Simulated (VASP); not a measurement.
The system is BRhSe3.

```
B Rh Se
1.0
     5.08165    0.00000    0.00000
     0.00000    5.08165    0.00000
     0.00000    0.00000    5.08165
B Rh Se
1 1 3
Direct
  0.00000 0.00000 0.00000
  0.50000 0.50000 0.50000
  0.50000 0.00000 0.00000
  0.00000 0.50000 0.00000
  0.00000 0.00000 0.50000
```

The cell was built from a structure type or drawn by symmetry, and may not be a known phase.

| Property | Result |
| --- | --- |
| Program | VASP 6.6.1 |
| Task | relaxation of cell and atoms |
| Functional | PBE |
| Potentials or basis | VASP PAW PBE potentials, release 64 (B, Rh_pv, Se) |
| Cutoff | 600 eV |
| k mesh | 4 × 4 × 4 |
| Occupations | gaussian, width 0.1 eV |
| Spin | collinear spin, ferromagnetic start |
| Starting moments | [0.0, 1.0, 0.0, 0.0, 0.0] μB |

At the start: pressure -13.3 GPa; volume 26.24 Å³/atom.

Problem. Where does the relaxation end?

Solution. Over 4 steps the energy falls by 633.3 meV/atom and the volume is 16.64 Å³/atom (-36.6 %); space group Pm-3m (No. 221, to 0.1 Å) before and after; moment 0.00 μB per cell.

Step by step:
```csv
step,energy change (eV),largest force (eV/Å),pressure (GPa),volume (Å³)
1,0.0000,0.0000,-13.25,131.22
2,-2.8549,0.0000,-8.27,94.16
3,-3.1636,0.0000,-0.93,84.27
4,-3.1663,0.0000,0.14,83.20
```

Final structure:
```xyz
5
Lattice="4.3656 0.0000 0.0000 0.0000 4.3656 0.0000 0.0000 0.0000 4.3656" Properties=species:S:1:pos:R:3 pbc="T T T"
B     0.0000    0.0000    0.0000
Rh    2.1828    2.1828    2.1828
Se    2.1828    0.0000    0.0000
Se    0.0000    2.1828    0.0000
Se    0.0000    0.0000    2.1828
```

Caveat: the volume moved by over 15 % at a fixed basis, so the end points are rough.
